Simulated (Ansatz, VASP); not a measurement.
## Two plane-wave programs on AlCo

```
Al Co
1.0
     2.60348    0.00000    0.00000
    -1.30174    2.25468    0.00000
     0.00000    0.00000    3.90382
Al Co
1 1
Direct
  0.66667 0.33333 0.00000
  0.00000 0.00000 0.50000
```

Alike in both runs: task relaxation of cell and atoms; functional PBE; k mesh 6 × 6 × 4; occupations gaussian, width 0.1 eV; collinear spin.

```csv
,VASP,Ansatz
version,VASP 6.6.1,Ansatz 0.2.0
potentials or method,"VASP PAW PBE potentials, release 64 (Al, Co), cutoff 600 eV","scalar-relativistic, plane waves, PAW"
valence electrons in the cell,12,20
```

Ansatz gave:

- gap on the k mesh at the Fermi level, each at its own relaxed structure (eV): none
- net moment per atom (μB): 0.39
- size of the moment on the site where the two differ most (μB): 0.84
- relaxed volume (Å³/atom): 12.32
- relaxed length of the cell vector where the two differ most in proportion (Å): 3.817

Task: What did VASP give for the same quantities?

Result: gap on the k mesh at the Fermi level, each at its own relaxed structure (eV): none; net moment per atom (μB): 0.00; size of the moment on the site where the two differ most (μB): 0.00; relaxed volume (Å³/atom): 12.28; relaxed length of the cell vector where the two differ most in proportion (Å): 3.690.

The net moments are unlike, so the other rows may belong to different states. Site moments also hang on the region over which each program counts them. A gap of «none» marks a metal or a gap that the smearing closes. VASP's potentials hold 12 valence electrons a cell and Ansatz's 20, so a difference there can come from the potentials and not from the codes.

The k mesh is coarse, so the values compare programs but aren't converged.
